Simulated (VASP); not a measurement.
Input of a VASP 6.6.1 run:

File INCAR:

```
SYSTEM = Li3Si4
  PREC = Accurate
  ENCUT = 520
  EDIFF = 1E-6
  ISMEAR = 0
  SIGMA = 0.1
  LREAL = .False.
  LASPH = .True.
  NELM = 80
  ALGO = Normal
  ISIF = 2
  LWAVE = .False.
  LCHARG = .True.
  GGA = PE
  LELF = .True.
  LVHAR = .True.
  NBANDS = 22
```

KPOINTS

```
Automatic mesh
0
Gamma
  6 6 6
  0 0 0
```

File POSCAR:

```
Li3Si4
1.0
    2.5887320700      1.4946051500      4.8991968400
   -2.5887320700      1.4946051500      4.8991968400
    0.0000000000     -2.9892103100      4.8991968400
Li Si
3 4
Direct
    0.6157334500      0.9558507600      0.6157334500
    0.6157334500      0.6157334500      0.9558507600
    0.9558507600      0.6157334500      0.6157334500
    0.1290708700      0.7151293900      0.1290708700
    0.1290708700      0.1290708700      0.7151293900
    0.7151293900      0.1290708700      0.1290708700
    0.8593559700      0.8593559700      0.8593559700
```

Potentials or basis: VASP PAW PBE potentials, release 64 (Li_sv, Si).

The run is started by

```bash
$ cat potpaw_PBE.64/Li_sv/POTCAR potpaw_PBE.64/Si/POTCAR > POTCAR
$ mpirun -np 1 vasp_std > vasp.out
```

Q: Estimate the largest force.

A: 4.706 eV/Å.

Forces in eV/Å, atoms in the order of the input:
```
Li  -2.420  1.397  0.662
Li   0.000 -2.794  0.662
Li   2.420  1.397  0.662
Si   3.824 -2.208 -1.629
Si   0.000  4.415 -1.629
Si  -3.824 -2.208 -1.629
Si   0.000  0.000  2.901
```

Caveat: forces of over 1 eV/Å act on the atoms, so gaps and moduli don't describe the material at rest.
